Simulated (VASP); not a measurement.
A run of VASP 6.6.1:

INCAR

```
PREC = Accurate
ENCUT = 520
EDIFF = 1E-7
ISMEAR = -1
SIGMA = 0.08
LREAL = False
LASPH = True
NELM = 80
ALGO = Normal
ISIF = 2
LWAVE = False
LCHARG = False
GGA = PE
NBANDS = 20
```

KPOINTS

```
Automatic mesh
0
Gamma
  4 4 6
```

File POSCAR:

```
Cs
1.0
    8.8321593376      0.0000000000      0.0000000000
   -4.4160796688      7.6488743567      0.0000000000
    0.0000000000      0.0000000000      5.2528610179
Cs
3
Direct
    0.0000000000      0.0000000000      0.0000000000
    0.3333333333      0.6666666667      0.5000000000
    0.6666666667      0.3333333333      0.5000000000
```

Potentials or basis: VASP PAW PBE potentials, release 64 (Cs_sv).

Run with:

```bash
$ cat potpaw_PBE.64/Cs_sv/POTCAR > POTCAR
$ mpirun -np 1 vasp_std > vasp.out
```

Hardware: 1 thread of Intel(R) Xeon(R) 6975P-C (Granite Rapids) (shared host).

Problem. Estimate the wall time of this run.

Solution. Run time: 2.6 min on 1 thread of Intel(R) Xeon(R) 6975P-C (Granite Rapids) (shared host), peak memory 0.46 GiB. Counts: scf iterations 13, k points 16.
